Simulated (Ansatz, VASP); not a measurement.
One calculation of As, two programs

```
As
1.0
     3.12387   -1.80325   -0.03580
     3.12387    1.80325   -0.03580
    -2.68723    0.00000    6.11904
As
2
Direct
  0.11625 0.11625 0.38575
  0.88375 0.88375 0.61425
```

Alike in both runs: functional PBE; k mesh 10 × 10 × 6; occupations gaussian, width 0.02 eV; no spin polarisation.

Ansatz relaxed the structure, and its values are those at the end. VASP's run is a single point on that final structure, the one shown.

|  | VASP | Ansatz |
| --- | --- | --- |
| version | VASP 6.6.1 | Ansatz 0.2.0 |
| potentials or method | VASP PAW PBE potentials, release 64 (As), cutoff 520 eV | scalar-relativistic, plane waves, PAW |
| valence electrons in the cell | 10 | 30 |

Ansatz gave:

- gap on the k mesh at the Fermi level (eV): 1.39
- least direct gap on the mesh (eV): 1.74
- pressure (GPa): 0.0
- rms of the force components (eV/Å): 0.004

Estimate VASP's values.

gap on the k mesh at the Fermi level (eV): 1.37; least direct gap on the mesh (eV): 1.73; pressure (GPa): 0.2; rms of the force components (eV/Å): 0.046.

VASP's potentials hold 10 valence electrons a cell and Ansatz's 30, so a difference there can come from the potentials and not from the codes.
